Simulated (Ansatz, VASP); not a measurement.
## Two plane-wave programs on Cu

The input INCAR:

```
ALGO = Fast ; EDIFF = 1E-7
ENCUT = 520 ; GGA = PS
ISIF = 2 ; ISMEAR = 0
LASPH = T ; LCHARG = F
LREAL = F ; LWAVE = F
NBANDS = 12 ; NELM = 100
PREC = Accurate ; SIGMA = 0.15
```

File KPOINTS:

```
k-points
0
Gamma
  24 24 24
```

POSCAR

```
Cu
1.0
   -1.4644352198      1.4644352198      1.3347990065
    1.4644352198     -1.4644352198      1.3347990065
    1.4644352198      1.4644352198     -1.3347990065
Cu
1
Direct
    0.0000000000      0.0000000000      0.0000000000
```

Input for Ansatz:

```yaml
crystal:
  lattice:
    - [-1.4644352198, 1.4644352198, 1.3347990065]
    - [1.4644352198, -1.4644352198, 1.3347990065]
    - [1.4644352198, 1.4644352198, -1.3347990065]
  atoms:
    - { symbol: Cu, position: [0.0, 0.0, 0.0] }
basis:
  ecutwfc: 420
kpoints:
  mp_grid: { grid: [24, 24, 24] }
hamiltonian:
  xc: pbesol
scf:
  occupations: { method: gaussian, width: 0.15 }
output:
  forces: true
  stress: true
  eigenvalues: true
  write_density: true
  write_potential: true
  elf: true
  volumetric_format: npy
```

Change from the starting cell: strain +0.015 along x and y, -0.030 along z, atoms carried along.

Alike in both runs: task single point; functional PBEsol; k mesh 24 × 24 × 24; occupations gaussian, width 0.15 eV; no spin polarisation.

|  | VASP | Ansatz |
| --- | --- | --- |
| version | VASP 6.6.1 | Ansatz 0.2.0 |
| potentials or method | VASP PAW PBE potentials, release 64 (Cu), cutoff 520 eV | scalar-relativistic, plane waves, PAW |
| valence electrons in the cell | 11 | 19 |

|  | VASP | Ansatz | Ansatz less VASP |
| --- | --- | --- | --- |
| gap on the k mesh at the Fermi level (eV) | none | none | - |
| pressure (GPa) | -0.1 | -1.1 | -1.02 |
| traceless stress, the component that is largest in VASP (GPa) | 0.53 | 0.50 | -0.032 |

VASP's potentials were made for PBE, not for PBEsol. A gap of «none» marks a metal or a gap that the smearing closes. The functional is the same, so the differences come from potentials, cutoffs and numerics. VASP's potentials hold 11 valence electrons a cell and Ansatz's 19, so a difference there can come from the potentials and not from the codes.
